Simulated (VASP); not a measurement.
Crystal: TaN.

```
CELL_PARAMETERS angstrom
0.00000 2.18438 2.18438
2.18438 0.00000 2.18438
2.18438 2.18438 0.00000
ATOMIC_POSITIONS crystal
Ta 0.50000 0.50000 0.50000
N 0.00000 0.00000 0.00000
```

Base run:

* Program: VASP 6.6.1
* Functional: PBEsol
* Potentials or basis: VASP PAW PBE potentials, release 64 (Ta_sv_GW, N)
* Cutoff: 600 eV
* k mesh: 16 × 16 × 16
* Occupations: fermi-dirac, width 0.15 eV
* Spin: no spin polarisation

Its results: band gap on the k mesh zero (band 9 reaches 15.93 eV, above the bottom of band 10 at 11.78 eV); pressure 2.1 GPa.

Question: The run is repeated on the same cell with these changes: potentials or basis from VASP PAW PBE potentials, release 64 (Ta_sv_GW, N) to VASP PAW PBE potentials, release 64 (Ta_pv, N); cutoff from 600 eV to 520 eV; further incar settings from ALGO = Normal; EDIFF = 1e-06; NBANDS = 16 to ALGO = Normal; EDIFF = 1e-07; NBANDS = 15; valence electrons from 18 to 16. What comes out?

Answer: Band gap on the k mesh zero (band 8 reaches 11.57 eV, above the bottom of band 9 at 7.42 eV); pressure 3.0 GPa.

Caveats: the PAW data sets were made with another functional, which shifts forces and pressure a little; spin-orbit coupling is left out, which moves the levels of the heavy elements.
